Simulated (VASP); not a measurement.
**BiOs: single point with PBE**

BiOs:

```
Os Bi
1.0
     0.00000    2.75806    2.75806
     2.75806    0.00000    2.75806
     2.75806    2.75806    0.00000
Os Bi
1 1
Direct
  0.50000 0.50000 0.50000
  0.00000 0.00000 0.00000
```

```
Program             : VASP 6.6.1
Task                : single point
Functional          : PBE
Potentials or basis : VASP PAW PBE potentials, release 64 (Os, Bi_d)
Cutoff              : 520 eV
k mesh              : 10 × 10 × 10
Occupations         : gaussian, width 0.05 eV
Spin                : no spin polarisation
```

The pressure is 5.8 GPa and the band gap on the k mesh is zero (an odd number of electrons rules out a gap without spin polarisation).

Levels at points of the mesh, in eV from the Fermi level:
| k point | band 7 | band 8 | band 9 | band 10 | band 11 | band 12 | band 13 | band 14 | band 15 | band 16 |
| --- | --- | --- | --- | --- | --- | --- | --- | --- | --- | --- |
| (0.00, 0.00, 0.00) | -1.54 | -1.54 | -1.54 | -1.08 | -1.08 | 2.03 | 2.03 | 2.03 | 4.49 | 7.39 |
| (0.50, 0.00, 0.00) | -6.66 | -3.63 | -3.63 | -0.61 | -0.61 | -0.26 | 4.36 | 6.80 | 6.80 | 6.94 |
| (0.50, 0.50, 0.00) | -4.42 | -2.59 | -0.98 | -0.98 | -0.57 | -0.09 | -0.09 | 0.30 | 2.47 | 9.34 |

Wall time 80 s on 1 thread of Intel Xeon 8259CL, on a shared host, peak memory 0.19 GiB.

Caveat: the cell stands under pressure; spin-orbit coupling is left out, which moves the levels of the heavy elements.
